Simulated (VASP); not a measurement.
# TiAl (P-6m2) in VASP: notebook

Runs on TiAl. Level: PBEsol. Tasks: single point.

Everything below comes from runs of VASP 6.6.1. Logs are shortened: lines on timing, memory, paths and dates and some standing lists are left out, and cuts for length are marked.

## (1) The cell of the first run

It takes space group P-6m2 (No. 187, hexagonal). Conventional cell: a = 2.848 Å, b = 2.848 Å, c = 4.619 Å, α = 90.00°, β = 90.00°, γ = 120.00°. Within 3.7 Å of Ti (site symmetry -6m2) lie 6 Al at 2.83 Å and 6 Ti at 2.85 Å. Al (site symmetry -6m2) has 6 Ti at 2.83 Å and 6 Al at 2.85 Å within 3.7 Å.

## (2) Single point, PBEsol, collinear spin, ferromagnetic start

File INCAR:

```
ALGO = Normal
EDIFF = 1E-6
ENCUT = 520
GGA = PS
ISIF = 2
ISMEAR = 0
ISPIN = 2
LASPH = T
LCHARG = F
LMAXMIX = 4
LORBIT = 11
LREAL = F
LWAVE = F
MAGMOM = 0.125 0
NBANDS = 18
NELM = 150
NUPDOWN = 0.125
PREC = Accurate
SIGMA = 0.15
```

File KPOINTS:

```
k-points
0
Gamma
  21 21 12
```

File POSCAR:

```
TiAl
1.0
    2.8475477342      0.0000000000      0.0000000000
   -1.4237738671      2.4660486763      0.0000000000
    0.0000000000      0.0000000000      4.6191923826
Ti Al
1 1
Direct
    0.0000000000      0.0000000000      0.0000000000
    0.3333333333      0.6666666667      0.5000000000
```

Potentials or basis: VASP PAW PBE potentials, release 64 (Ti_sv, Al).

Run with:

```
> cat potpaw_PBE.64/Ti_sv/POTCAR potpaw_PBE.64/Al/POTCAR > POTCAR
> mpirun -np 1 vasp_std > vasp.out
```

OUTCAR:

```text
EDIFF = 1E-6
   ENCUT = 520
   GGA = PS
   ISIF = 2
   ISMEAR = 0
   ISPIN = 2
   LASPH = T
   LORBIT = 11
   LREAL = F
   NELM = 150
   NUPDOWN = 0.125
   PREC = Accurate

 ion  position               nearest neighbor table
   1  0.000  0.000  0.000-   2 2.83   2 2.83   2 2.83   2 2.83   2 2.83   2 2.83
   2  0.333  0.667  0.500-   1 2.83   1 2.83   1 2.83   1 2.83   1 2.83   1 2.83

  LATTYP: Found a hexagonal cell.
 ALAT       =     2.8475477342
 C/A-ratio  =     1.6221650395

  Lattice vectors:

 A1 = (   2.8475477342,   0.0000000000,   0.0000000000)
 A2 = (  -1.4237738671,   2.4660486763,   0.0000000000)
 A3 = (   0.0000000000,   0.0000000000,   4.6191923826)

Analysis of symmetry for initial positions (statically):
=====================================================================
 Subroutine PRICEL returns:
 Original cell was already a primitive cell.

 Routine SETGRP: Setting up the symmetry group for a
 hexagonal supercell.

 Subroutine GETGRP returns: Found 12 space group operations
 (whereof 12 operations were pure point group operations)
 out of a pool of 24 trial point group operations.

The static configuration has the point symmetry D_3h.

Analysis of symmetry for dynamics (positions and initial velocities):
=====================================================================
 Subroutine PRICEL returns:
 Original cell was already a primitive cell.

 Routine SETGRP: Setting up the symmetry group for a
 hexagonal supercell.

 Subroutine GETGRP returns: Found 12 space group operations
 (whereof 12 operations were pure point group operations)
 out of a pool of 24 trial point group operations.

The dynamic configuration has the point symmetry D_3h.

Analysis of structural, dynamic, and magnetic symmetry:
=====================================================================
 Subroutine PRICEL returns:
 Original cell was already a primitive cell.

 Routine SETGRP: Setting up the symmetry group for a
 hexagonal supercell.

 Subroutine GETGRP returns: Found 12 space group operations
 (whereof 12 operations were pure point group operations)
 out of a pool of 24 trial point group operations.

The overall configuration has the point symmetry D_3h.

 Subroutine INISYM returns: Found 12 space group operations
 (whereof 12 operations are pure point group operations),
 and found     1 'primitive' translations

----------------------------------------------------------------------------------------

                                     Primitive cell

  volume of cell :      32.4369

  direct lattice vectors                    reciprocal lattice vectors
     2.847547734  0.000000000  0.000000000     0.351179363  0.202753500  0.000000000
    -1.423773867  2.466048676  0.000000000     0.000000000  0.405507000  0.000000000
     0.000000000  0.000000000  4.619192383     0.000000000  0.000000000  0.216488061

  length of vectors
     2.847547734  2.847547734  4.619192383     0.405507000  0.405507000  0.216488061

  position of ions in fractional coordinates (direct lattice)
     0.000000000  0.000000000  0.000000000
     0.333333333  0.666666667  0.500000000

  ion indices of the primitive-cell ions
   primitive index   ion index
                 1           1
                 2           2

----------------------------------------------------------------------------------------

 KPOINTS: k-points

Automatic generation of k-mesh.
 Grid dimensions read from file:
 generate k-points for:   21   21   12

 Generating k-lattice:

  Cartesian coordinates                     Fractional coordinates (reciprocal lattice)
     0.016722827  0.009654929  0.000000000     0.047619048  0.000000000  0.000000000
     0.000000000  0.019309857  0.000000000     0.000000000  0.047619048  0.000000000
     0.000000000  0.000000000  0.018040672     0.000000000  0.000000000  0.083333333

  Length of vectors
     0.019309857  0.019309857  0.018040672

  Shift w.r.t. Gamma in fractional coordinates (k-lattice)
     0.000000000  0.000000000  0.000000000

 Subroutine IBZKPT returns following result:
 ===========================================

 Found    336 irreducible k-points:

 Following reciprocal coordinates:
            Coordinates               Weight
  0.000000  0.000000  0.000000      1.000000
  0.047619 -0.000000  0.000000      6.000000
  0.095238  0.000000  0.000000      6.000000
  0.142857  0.000000  0.000000      6.000000
  0.190476  0.000000  0.000000      6.000000
  0.238095  0.000000  0.000000      6.000000
[... 16 lines left out ...]
  0.142857  0.095238  0.000000     12.000000
  0.190476  0.095238  0.000000     12.000000
 [... further k-points ...]
   k-points           NKPTS =    336   k-points in BZ     NKDIM =    336   number of bands    NBANDS=     18
   number of dos      NEDOS =    301   number of ions     NIONS =      2
   total plane-waves  NPLWV =  20736
   dimension x,y,z NGX =    24 NGY =   24 NGZ =   36
   dimension x,y,z NGXF=    48 NGYF=   48 NGZF=   72
   ions per type =               1   1
   NGX,Y,Z   is equivalent  to a cutoff of  14.01, 14.01, 12.96 a.u.
   NGXF,Y,Z  is equivalent  to a cutoff of  28.02, 28.02, 25.91 a.u.
 SYSTEM =  unknown system
   PREC   = accura    normal or accurate (medium, high low for compatibility)
   ISTART =      0    job   : 0-new  1-cont  2-samecut
   ICHARG =      2    charge: 1-file 2-atom 10-const
   ISPIN  =      2    spin polarized calculation?
   LNONCOLLINEAR =      F non collinear calculations
   LSORBIT =      F    spin-orbit coupling
   LASPH  =      T    aspherical Exc in radial PAW
   ENCUT  =  520.0 eV  38.22 Ry    6.18 a.u.   5.29  5.29  8.59*2*pi/ulx,y,z
   NELM   =    150;   NELMIN=  2; NELMDL= -5     # of ELM steps
   EDIFF  = 0.1E-05   stopping-criterion for ELM
   LREAL  =      F    real-space projection
   EDIFFG = 0.1E-04   stopping-criterion for IOM
   NSW    =      0    number of steps for IOM
   IBRION =     -1    ionic relax: 0-MD 1-quasi-New 2-CG
   NFREE  =      0    steps in history (QN), initial steepest desc. (CG)
   ISIF   =      2    stress and relaxation
   ISYM   =      2    0-nonsym 1-usesym 2-fastsym
   POTIM  = 0.5000    time-step for ionic-motion
   TEBEG  =    0.0;   TEEND  =   0.0 temperature during run
   PSTRESS=    0.0 pullay stress
   NELECT =      15.0000    total number of electrons
   NUPDOWN=       0.1250    fix difference up-down
   EMIN   =  10.00;   EMAX   =-10.00  energy-range for DOS
   EFERMI =   0.00;   METHOD = LEGACY
   ISMEAR =     0;   SIGMA  =   0.15  broadening in eV -4-tet -1-fermi 0-gaus
   EFERMI_NEDOS =   21; number of points for ismear=-14 and -15
   IALGO  =     38    algorithm
   IMIX   =      4    mixing-type and parameters
     AMIX     =   0.40;   BMIX     =  1.00
     AMIX_MAG =   1.60;   BMIX_MAG =  1.00
  volume/ion in A,a.u.               =      16.22       109.45
  Fermi-wavevector in a.u.,A,eV,Ry     =   1.265977  2.392349 21.806013  1.602697
  Thomas-Fermi vector in A             =   2.399202
   LORBIT       =     11    0 simple, 1 ext, 2 COOP (PROOUT), +10 PAW based schemes
   GGA     = PS    functional components
   LHFCALC =     F    Hartree Fock is set to
   AEXX    =    0.0000 exact exchange contribution
   IVDW    =     0    specifies the selected vdW correction
   LEPSILON=     F    determine dielectric tensor
   LRPA    =     F    only Hartree local field effects (RPA)
 spin polarized calculation
 Gauss-broadening in eV      SIGMA  =   0.15
  energy-cutoff  :      520.00
  volume of cell :       32.44
 maximum number of plane-waves:       889
 NGX is ok and might be reduce to    24
   NGX = 11   NGY = 11   NGZ = 17

 number of electron      15.0000005 magnetization       0.1250000

 Free energy of the ion-electron system (eV)
  ---------------------------------------------------
  ext. energy  EPLUGINS =         0.00000000
  ---------------------------------------------------
  free energy    TOTEN  =       -12.94577426 eV

  energy without entropy =      -12.91701785  energy(sigma->0) =      -12.93139605

 E-fermi :   8.0377     XC(G=0): -11.1460

 val. band max:        8.0534531426   @ k =   0.2381   0.0000   0.5000
 cond. band min:       8.0396845001   @ k =   0.3333   0.2381   0.5000
 fundamental gap:     -0.0137686425
 Fermi energy:         8.0536210636

 spin component 1

 k-point     1 :       0.0000    0.0000    0.0000
  band No.  band energies     occupation
      1     -48.2227      1.00000
      2     -24.6477      1.00000
      3     -24.2042      1.00000
      4     -24.2042      1.00000
      5      -1.0112      1.00000
      6       5.6822      1.00000
[... 10 lines left out ...]
     17      22.2097      0.00000
     18      25.2873      0.00000

 k-point     2 :       0.0476   -0.0000    0.0000
  band No.  band energies     occupation
      1     -48.2204      1.00000
      2     -24.6454      1.00000
      3     -24.2186      1.00000
      4     -24.2075      1.00000
      5      -0.9538      1.00000
      6       5.7454      1.00000
[... 10 lines left out ...]
     17      23.0623      0.00000
     18      25.4015      0.00000

 k-point     3 :       0.0952    0.0000    0.0000
  band No.  band energies     occupation
      1     -48.2136      1.00000
      2     -24.6388      1.00000
      3     -24.2602      1.00000
      4     -24.2168      1.00000
      5      -0.7823      1.00000
      6       5.9291      1.00000
[... 412 lines left out ...]
 k-point    23 :       0.1429    0.0952    0.0000
  band No.  band energies     occupation
      1     -48.1841      1.00000
      2     -24.6098      1.00000
      3     -24.4316      1.00000
      4     -24.2656      1.00000
      5       0.0598      1.00000
      6       6.3172      1.00000
[... 10 lines left out ...]
     17      23.9516      0.00000
     18      24.0488      0.00000

 k-point    24 :       0.1905    0.0952    0.0000
  band No.  band energies     occupation
      1     -48.1694      1.00000
      2     -24.5954      1.00000
      3     -24.5137      1.00000
      4     -24.2906      1.00000
      5       0.5536      1.00000
      6       6.3547      1.00000
[... 10 lines left out ...]
     17      23.3946      0.00000
     18      24.5572      0.00000

 [... further k-points ...]

 spin component 2

 k-point     1 :       0.0000    0.0000    0.0000
  band No.  band energies     occupation
      1     -48.1588      1.00000
      2     -24.5909      1.00000
      3     -24.1367      1.00000
      4     -24.1367      1.00000
      5      -0.9797      1.00000
      6       5.7787      1.00000
[... 10 lines left out ...]
     17      22.3016      0.00000
     18      25.3191      0.00000

 k-point     2 :       0.0476   -0.0000    0.0000
  band No.  band energies     occupation
      1     -48.1565      1.00000
      2     -24.5886      1.00000
      3     -24.1510      1.00000
      4     -24.1399      1.00000
      5      -0.9223      1.00000
      6       5.8418      1.00000
[... 10 lines left out ...]
     17      23.1238      0.00000
     18      25.4347      0.00000

 k-point     3 :       0.0952    0.0000    0.0000
  band No.  band energies     occupation
      1     -48.1498      1.00000
      2     -24.5820      1.00000
      3     -24.1925      1.00000
      4     -24.1493      1.00000
      5      -0.7510      1.00000
      6       6.0253      1.00000
[... 412 lines left out ...]
 k-point    23 :       0.1429    0.0952    0.0000
  band No.  band energies     occupation
      1     -48.1203      1.00000
      2     -24.5530      1.00000
      3     -24.3633      1.00000
      4     -24.1979      1.00000
      5       0.0905      1.00000
      6       6.3605      1.00000
[... 10 lines left out ...]
     17      23.9871      0.00000
     18      24.0875      0.00000

 k-point    24 :       0.1905    0.0952    0.0000
  band No.  band energies     occupation
      1     -48.1057      1.00000
      2     -24.5386      1.00000
      3     -24.4452      1.00000
      4     -24.2228      1.00000
      5       0.5842      1.00000
      6       6.3992      1.00000
[... 10 lines left out ...]
     17      23.4339      0.00000
     18      24.6194      0.00000

 [... further k-points ...]

------------------------ aborting loop because EDIFF is reached ----------------------------------------

  FORCE on cell =-STRESS in cart. coord.  units (eV):
  Direction    XX          YY          ZZ          XY          YZ          ZX
  --------------------------------------------------------------------------------------
  -------------------------------------------------------------------------------------
  Total        0.0174998      0.0174998     -0.0082712     -0.0000000      0.0000000     -0.0000000
  in kB        0.8643809      0.8643809     -0.4085467     -0.0000000      0.0000000     -0.0000000
  external PRESSURE =       0.4400717 kB  Pullay stress =       0.0000000 kB

 VOLUME and BASIS-vectors are now :
 -----------------------------------------------------------------------------
  energy-cutoff  :      520.00
  volume of cell :       32.44
      direct lattice vectors                 reciprocal lattice vectors
     2.847547734  0.000000000  0.000000000     0.351179363  0.202753500  0.000000000
    -1.423773867  2.466048676  0.000000000     0.000000000  0.405507000  0.000000000
     0.000000000  0.000000000  4.619192383     0.000000000  0.000000000  0.216488061

 POSITION                                       TOTAL-FORCE (eV/Angst)
 -----------------------------------------------------------------------------------
      0.00000      0.00000      0.00000         0.000000      0.000000      0.000000
     -0.00000      1.64403      2.30960        -0.000000      0.000000      0.000000
 -----------------------------------------------------------------------------------
    total drift:                                0.000000     -0.000000      0.000000

  FREE ENERGIE OF THE ION-ELECTRON SYSTEM (eV)
  ---------------------------------------------------
  free  energy   TOTEN  =       -12.9457742606 eV

  energy  without entropy=      -12.9170178454  energy(sigma->0) =      -12.93139605

 total charge

# of ion       s       p       d       tot
------------------------------------------
    1        2.224   6.140   1.923  10.288
    2        0.429   0.384   0.000   0.812
--------------------------------------------------
tot          2.653   6.524   1.923  11.100

 magnetization (x)

# of ion       s       p       d       tot
------------------------------------------
    1        0.001   0.008   0.066   0.075
    2        0.000   0.002   0.000   0.002
--------------------------------------------------
tot          0.001   0.010   0.066   0.077
```

It took 2.2 min on 1 thread of Intel Xeon 6975P-C (Granite Rapids), shared host; peak memory 0.39 GiB.

What came out:

```yaml
Free_energy: -12.9458 eV
Pressure: 0.0 GPa
Net_moment: 0.12 μB per cell
Site_moments: Ti +0.07; Al +0.00 μB
Valence_electrons_inside_the_program's_atomic_spheres: Ti 10.29; Al 0.81
```

Caveat: the PAW data sets were made with another functional, which shifts forces and pressure a little; the total moment is fixed, so each spin has its own Fermi level.

[end of part 1 of 2]
